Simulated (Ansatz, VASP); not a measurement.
MgI2: VASP beside Ansatz

File INCAR:

```
SYSTEM = MgI2
  PREC = Accurate
  ENCUT = 520
  EDIFF = 1E-6
  ISMEAR = 0
  SIGMA = 0.02
  LREAL = .False.
  LASPH = .True.
  NELM = 100
  ALGO = Normal
  ISIF = 2
  LWAVE = .False.
  LCHARG = .False.
  GGA = PS
  NBANDS = 15
```

KPOINTS

```
Automatic mesh
0
Gamma
  6 6 4
  0 0 0
```

Contents of POSCAR:

```
MgI2
1.0
    4.0693800089      0.0000000000      0.0000000000
   -2.0346900045      3.3560528781      0.0706851731
    0.0000000000      0.1348383000      6.9047502600
Mg I
1 2
Direct
    0.0000000000      0.0000000000      0.0000000000
    0.3420933089      0.6841866179      0.7631371887
    0.6579066911      0.3158133821      0.2368628113
```

Input for Ansatz:

```yaml
crystal:
  lattice:
    - [4.0693800089, 0.0, 0.0]
    - [-2.0346900045, 3.3560528781, 0.0706851731]
    - [0.0, 0.1348383, 6.90475026]
  atoms:
    - { symbol: Mg, position: [0.0, 0.0, 0.0] }
    - { symbol: I, position: [0.3420933089, 0.6841866179, 0.7631371887] }
    - { symbol: I, position: [0.6579066911, 0.3158133821, 0.2368628113] }
basis:
  ecutwfc: 420
kpoints:
  mp_grid: { grid: [6, 6, 4] }
hamiltonian:
  xc: pbesol
scf:
  occupations: { method: gaussian, width: 0.02 }
output:
  forces: true
  stress: true
  eigenvalues: true
```

Alike in both runs: task single point; functional PBEsol; k mesh 6 × 6 × 4; occupations gaussian, width 0.02 eV; no spin polarisation.

|  | VASP | Ansatz |
| --- | --- | --- |
| version | VASP 6.6.1 | Ansatz 0.2.0 |
| potentials or method | VASP PAW PBE potentials, release 64 (Mg, I), cutoff 520 eV | scalar-relativistic, plane waves, PAW |
| valence electrons in the cell | 16 | 44 |

|  | VASP | Ansatz | Ansatz less VASP |
| --- | --- | --- | --- |
| gap on the k mesh at the Fermi level (eV) | 3.25 | 3.26 | +0.010 |
| least direct gap on the mesh (eV) | 3.95 | 3.96 | +0.004 |
| pressure (GPa) | 3.8 | 3.8 | 0.00 |
| traceless stress, the component that is largest in VASP (GPa) | 1.51 | 1.51 | -0.002 |
| rms of the force components (eV/Å) | 0.246 | 0.246 | -0.0006 |

VASP's potentials were made for PBE, not for PBEsol. Atom by atom the forces differ by 0.001 eV/Å (rms over components). VASP's potentials hold 16 valence electrons a cell and Ansatz's 44, so a difference there can come from the potentials and not from the codes.

Neither program's run includes spin-orbit coupling.
